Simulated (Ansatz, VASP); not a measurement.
**Two plane-wave programs on Pt**

```
Pt
1.0
    -0.03922    1.96090    1.96090
     1.96090   -0.03922    1.96090
     1.92168    1.92168    0.00000
Pt
1
Direct
  0.00000 0.00000 0.00000
```

Alike in both runs: functional PBE; k mesh 10 × 10 × 10; occupations fermi-dirac, width 0.05 eV; no spin polarisation.

|  | VASP | Ansatz |
| --- | --- | --- |
| version | VASP 6.6.1 | Ansatz 0.2.0 |
| potentials or method | VASP PAW PBE potentials, release 64 (Pt) | Ansatz PAW |
| plane-wave cutoff (eV) | 500 | 420 |
| valence electrons in the cell | 10 | 18 |
| task | single point | band structure |

```csv
,VASP,Ansatz,Ansatz less VASP
gap on the k mesh at the Fermi level (eV),none,none,-
pressure (GPa),10.3,10.8,+0.52
"traceless stress, the component that is largest in VASP (GPa)",3.61,3.60,-0.017
```

A gap of «none» marks a metal or a gap that the smearing closes. The functional is the same, so the differences come from potentials, cutoffs and numerics. VASP's potentials hold 10 valence electrons a cell and Ansatz's 18, so a difference there can come from the potentials and not from the codes.

Neither program's run includes spin-orbit coupling.
